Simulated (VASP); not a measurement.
# Sb (Pm-3m) in VASP: density of states with PBE

Aim: the density of states of Sb with PBE.

All numbers are computed with VASP 6.6.1; they aren't measurements. Logs are shortened: lines on timing, memory, paths and dates and some standing lists are left out, and cuts for length are marked.

### Step 1. The cell of the first run

It takes space group Pm-3m (No. 221, cubic). Conventional cell: a = 3.110 Å, b = 3.110 Å, c = 3.110 Å, α = 90.00°, β = 90.00°, γ = 90.00°. Sb (site symmetry m-3m) has 6 Sb at 3.11 Å within 4.1 Å.

### Step 2. Density of states, PBE

POSCAR reads:

```
Sb
1.0
    3.1095387212      0.0000000000      0.0000000000
    0.0000000000      3.1095387212      0.0000000000
    0.0000000000      0.0000000000      3.1095360941
Sb
1
Direct
    0.0000000000      0.0000000000      0.0000000000
```

INCAR.step1 reads:

```
  PREC = Accurate
  ENCUT = 520
  EDIFF = 1E-6
  ISMEAR = 0
  SIGMA = 0.1
  LREAL = F
  LASPH = T
  NELM = 60
  ALGO = Normal
  ISIF = 2
  LWAVE = F
  LCHARG = T
  GGA = PE
  NBANDS = 8
```

KPOINTS.step1 reads:

```
regular mesh
0
Gamma
  18 18 18
```

INCAR.step2 reads:

```
  PREC = Accurate
  ENCUT = 520
  EDIFF = 1E-6
  ISMEAR = -5
  SIGMA = 0.1
  LREAL = F
  LASPH = T
  NELM = 60
  ALGO = Normal
  ISIF = 2
  LWAVE = F
  LCHARG = F
  GGA = PE
  LORBIT = 10
  NBANDS = 8
  NEDOS = 1001
  ICHARG = 11
```

KPOINTS.step2 reads:

```
regular mesh
0
Gamma
  27 27 27
```

Potentials or basis: VASP PAW PBE potentials, release 64 (Sb).

The run is started by

```console
$ cat potpaw_PBE.64/Sb/POTCAR > POTCAR
$ cp INCAR.step1 INCAR
$ cp KPOINTS.step1 KPOINTS
$ mpirun -np 1 vasp_std > vasp.out
$ cp INCAR.step2 INCAR
$ cp KPOINTS.step2 KPOINTS
$ mpirun -np 1 vasp_std > vasp.out
```

OUTCAR:

```text
PREC = Accurate
   ENCUT = 520
   EDIFF = 1E-6
   ISMEAR = -5
   LREAL = F
   LASPH = T
   NELM = 60
   ISIF = 2
   GGA = PE
   LORBIT = 10
   ICHARG = 11

 ion  position               nearest neighbor table
   1  0.000  0.000  0.000-

  LATTYP: Found a simple cubic cell.
 ALAT       =     3.1095387212

  Lattice vectors:

 A1 = (   3.1095387212,   0.0000000000,   0.0000000000)
 A2 = (   0.0000000000,   3.1095387212,   0.0000000000)
 A3 = (   0.0000000000,   0.0000000000,   3.1095360941)

Analysis of symmetry for initial positions (statically):
=====================================================================
 Subroutine PRICEL returns:
 Original cell was already a primitive cell.

 Routine SETGRP: Setting up the symmetry group for a
 simple cubic supercell.

 Subroutine GETGRP returns: Found 48 space group operations
 (whereof 48 operations were pure point group operations)
 out of a pool of 48 trial point group operations.

The static configuration has the point symmetry O_h .

Analysis of symmetry for dynamics (positions and initial velocities):
=====================================================================
 Subroutine PRICEL returns:
 Original cell was already a primitive cell.

 Routine SETGRP: Setting up the symmetry group for a
 simple cubic supercell.

 Subroutine GETGRP returns: Found 48 space group operations
 (whereof 48 operations were pure point group operations)
 out of a pool of 48 trial point group operations.

The dynamic configuration has the point symmetry O_h .

 Subroutine INISYM returns: Found 48 space group operations
 (whereof 48 operations are pure point group operations),
 and found     1 'primitive' translations

----------------------------------------------------------------------------------------

                                     Primitive cell

  volume of cell :      30.0668

  direct lattice vectors                    reciprocal lattice vectors
     3.109538721  0.000000000  0.000000000     0.321591107  0.000000000  0.000000000
     0.000000000  3.109538721  0.000000000     0.000000000  0.321591107  0.000000000
     0.000000000  0.000000000  3.109536094     0.000000000  0.000000000  0.321591379

  length of vectors
     3.109538721  3.109538721  3.109536094     0.321591107  0.321591107  0.321591379

  position of ions in fractional coordinates (direct lattice)
     0.000000000  0.000000000  0.000000000

  ion indices of the primitive-cell ions
   primitive index   ion index
                 1           1

----------------------------------------------------------------------------------------

 KPOINTS: regular mesh

Automatic generation of k-mesh.
 Grid dimensions read from file:
 generate k-points for:   27   27   27

 Generating k-lattice:

  Cartesian coordinates                     Fractional coordinates (reciprocal lattice)
     0.011910782  0.000000000  0.000000000     0.037037037  0.000000000  0.000000000
     0.000000000  0.011910782  0.000000000     0.000000000  0.037037037  0.000000000
     0.000000000  0.000000000  0.011910792     0.000000000  0.000000000  0.037037037

  Length of vectors
     0.011910782  0.011910782  0.011910792

  Shift w.r.t. Gamma in fractional coordinates (k-lattice)
     0.000000000  0.000000000  0.000000000

 TETIRR: Found   9803 inequivalent tetrahedra from   118098

 Subroutine IBZKPT returns following result:
 ===========================================

 Found    560 irreducible k-points:

 Following reciprocal coordinates:
            Coordinates               Weight
  0.000000  0.000000  0.000000      1.000000
  0.037037  0.000000  0.000000      6.000000
  0.074074  0.000000  0.000000      6.000000
  0.111111  0.000000  0.000000      6.000000
  0.148148  0.000000  0.000000      6.000000
  0.185185  0.000000  0.000000      6.000000
[... 16 lines left out ...]
  0.333333  0.037037  0.000000     24.000000
  0.370370  0.037037  0.000000     24.000000
 [... further k-points ...]
   k-points           NKPTS =    560   k-points in BZ     NKDIM =    560   number of bands    NBANDS=      8
   number of dos      NEDOS =   1001   number of ions     NIONS =      1
   total plane-waves  NPLWV =  13824
   dimension x,y,z NGX =    24 NGY =   24 NGZ =   24
   dimension x,y,z NGXF=    48 NGYF=   48 NGZF=   48
   ions per type =               1
   NGX,Y,Z   is equivalent  to a cutoff of  12.83, 12.83, 12.83 a.u.
   NGXF,Y,Z  is equivalent  to a cutoff of  25.66, 25.66, 25.66 a.u.
 SYSTEM =  unknown system
   PREC   = accura    normal or accurate (medium, high low for compatibility)
   ISTART =      0    job   : 0-new  1-cont  2-samecut
   ICHARG =     11    charge: 1-file 2-atom 10-const
   ISPIN  =      1    spin polarized calculation?
   LNONCOLLINEAR =      F non collinear calculations
   LSORBIT =      F    spin-orbit coupling
   LASPH  =      T    aspherical Exc in radial PAW
   ENCUT  =  520.0 eV  38.22 Ry    6.18 a.u.   5.78  5.78  5.78*2*pi/ulx,y,z
   NELM   =     60;   NELMIN=  2; NELMDL=  0     # of ELM steps
   EDIFF  = 0.1E-05   stopping-criterion for ELM
   LREAL  =      F    real-space projection
   EDIFFG = 0.1E-04   stopping-criterion for IOM
   NSW    =      0    number of steps for IOM
   IBRION =     -1    ionic relax: 0-MD 1-quasi-New 2-CG
   NFREE  =      0    steps in history (QN), initial steepest desc. (CG)
   ISIF   =      2    stress and relaxation
   ISYM   =      2    0-nonsym 1-usesym 2-fastsym
   POTIM  = 0.5000    time-step for ionic-motion
   TEBEG  =    0.0;   TEEND  =   0.0 temperature during run
   PSTRESS=    0.0 pullay stress
   NELECT =       5.0000    total number of electrons
   NUPDOWN=      -1.0000    fix difference up-down
   EMIN   =  10.00;   EMAX   =-10.00  energy-range for DOS
   EFERMI =   0.00;   METHOD = LEGACY
   ISMEAR =    -5;   SIGMA  =   0.10  broadening in eV -4-tet -1-fermi 0-gaus
   EFERMI_NEDOS =   21; number of points for ismear=-14 and -15
   IALGO  =     38    algorithm
   IMIX   =      4    mixing-type and parameters
     AMIX     =   0.40;   BMIX     =  1.00
     AMIX_MAG =   1.60;   BMIX_MAG =  1.00
  volume/ion in A,a.u.               =      30.07       202.90
  Fermi-wavevector in a.u.,A,eV,Ry     =   0.900262  1.701249 11.027140  0.810472
  Thomas-Fermi vector in A             =   2.023198
   LORBIT       =     10    0 simple, 1 ext, 2 COOP (PROOUT), +10 PAW based schemes
   GGA     = PE    functional components
   LHFCALC =     F    Hartree Fock is set to
   AEXX    =    0.0000 exact exchange contribution
   IVDW    =     0    specifies the selected vdW correction
   LEPSILON=     F    determine dielectric tensor
   LRPA    =     F    only Hartree local field effects (RPA)
 non-spin polarized calculation
 Fermi weights with tetrahedron method with Bloechl corrections
  energy-cutoff  :      520.00
  volume of cell :       30.07
 maximum number of plane-waves:       840
 NGX is ok and might be reduce to    24

 number of electron       5.0000000 magnetization

 Free energy of the ion-electron system (eV)
  ---------------------------------------------------
  ext. energy  EPLUGINS =         0.00000000
  ---------------------------------------------------
  free energy    TOTEN  =        -4.09234280 eV

  energy without entropy =       -4.09234280  energy(sigma->0) =       -4.09234280

 E-fermi :   7.0302     XC(G=0):  -9.5903

 val. band max:        7.0763902520   @ k =   0.3704   0.2593   0.2593
 cond. band min:       6.9337646016   @ k =   0.2963   0.2963   0.2963
 fundamental gap:     -0.1426256504
 Fermi energy:         7.0302419638

 k-point     1 :       0.0000    0.0000    0.0000
  band No.  band energies     occupation
      1      -5.2894      2.00000
      2      10.2834      0.00000
      3      10.2834      0.00000
      4      10.2835      0.00000
      5      13.9476      0.00000
      6      13.9476      0.00000
      7      15.2509      0.00000
      8      24.6278      0.00000

 k-point     2 :       0.0370    0.0000    0.0000
  band No.  band energies     occupation
      1      -5.2696      2.00000
      2       9.9889      0.00000
      3      10.3029      0.00000
      4      10.3030      0.00000
      5      13.9634      0.00000
      6      14.1652      0.00000
      7      15.3719      0.00000
      8      24.4036      0.00000

 k-point     3 :       0.0741    0.0000    0.0000
  band No.  band energies     occupation
      1      -5.2105      2.00000
      2       9.2904      0.00000
      3      10.3611      0.00000
      4      10.3611      0.00000
      5      14.0105      0.00000
      6      14.5366      0.00000
      7      15.8298      0.00000
      8      23.8955      0.00000

 k-point     4 :       0.1111    0.0000    0.0000
  band No.  band energies     occupation
      1      -5.1124      2.00000
      2       8.4284      0.00000
      3      10.4568      0.00000
      4      10.4568      0.00000
      5      14.0887      0.00000
      6      14.7882      0.00000
      7      16.6557      0.00000
      8      23.2925      0.00000

 k-point     5 :       0.1481    0.0000    0.0000
  band No.  band energies     occupation
      1      -4.9762      2.00000
      2       7.5173      0.03453
      3      10.5879      0.00000
      4      10.5879      0.00000
      5      14.1978      0.00000
      6      14.9754      0.00000
      7      17.6743      0.00000
      8      22.6572      0.00000
[... 177 lines left out ...]
 k-point    22 :       0.2963    0.0370    0.0000
  band No.  band energies     occupation
      1      -4.0721      2.00000
      2       4.0947      2.00000
      3      11.0985      0.00000
      4      11.4048      0.00000
      5      15.0780      0.00000
      6      16.0081      0.00000
      7      19.5940      0.00000
      8      20.2276      0.00000

 k-point    23 :       0.3333    0.0370    0.0000
  band No.  band energies     occupation
      1      -3.7898      2.00000
      2       3.3646      2.00000
      3      11.3349      0.00000
      4      11.6364      0.00000
      5      15.3186      0.00000
      6      16.2793      0.00000
      7      19.0723      0.00000
      8      19.7082      0.00000

 k-point    24 :       0.3704    0.0370    0.0000
  band No.  band energies     occupation
      1      -3.5038      2.00000
      2       2.7171      2.00000
      3      11.5624      0.00000
      4      11.8576      0.00000
      5      15.5698      0.00000
      6      16.5620      0.00000
      7      18.6239      0.00000
      8      19.2545      0.00000

 [... further k-points ...]

------------------------ aborting loop because EDIFF is reached ----------------------------------------

  FORCE on cell =-STRESS in cart. coord.  units (eV):
  Direction    XX          YY          ZZ          XY          YZ          ZX
  --------------------------------------------------------------------------------------
  -------------------------------------------------------------------------------------
  Total       -0.0301866     -0.0301866     -0.0301865     -0.0000000      0.0000000     -0.0000000
  in kB       -1.6085573     -1.6085573     -1.6085546     -0.0000000      0.0000000     -0.0000000
  external PRESSURE =      -1.6085564 kB  Pullay stress =       0.0000000 kB

 VOLUME and BASIS-vectors are now :
 -----------------------------------------------------------------------------
  energy-cutoff  :      520.00
  volume of cell :       30.07
      direct lattice vectors                 reciprocal lattice vectors
     3.109538721  0.000000000  0.000000000     0.321591107  0.000000000  0.000000000
     0.000000000  3.109538721  0.000000000     0.000000000  0.321591107  0.000000000
     0.000000000  0.000000000  3.109536094     0.000000000  0.000000000  0.321591379

 POSITION                                       TOTAL-FORCE (eV/Angst)
 -----------------------------------------------------------------------------------
      0.00000      0.00000      0.00000         0.000000      0.000000      0.000000
 -----------------------------------------------------------------------------------
    total drift:                               -0.000000     -0.000000      0.000000

  FREE ENERGIE OF THE ION-ELECTRON SYSTEM (eV)
  ---------------------------------------------------
  free  energy   TOTEN  =        -4.0923428015 eV

  energy  without entropy=       -4.0923428015  energy(sigma->0) =       -4.09234280

 total charge

# of ion       s       p       d       tot
------------------------------------------
    1        1.213   1.116   0.035   2.365
```

It took 24 s on 1 thread of Intel Xeon 6975P-C (Granite Rapids), shared host; peak memory 0.24 GiB.

Results:

| Property | Result |
| --- | --- |
| Valence electrons inside the program's atomic spheres | Sb 2.37 |

Caveat: spin-orbit coupling is left out, which moves the levels of the heavy elements; tetrahedron occupations give inexact forces and stress in metals.
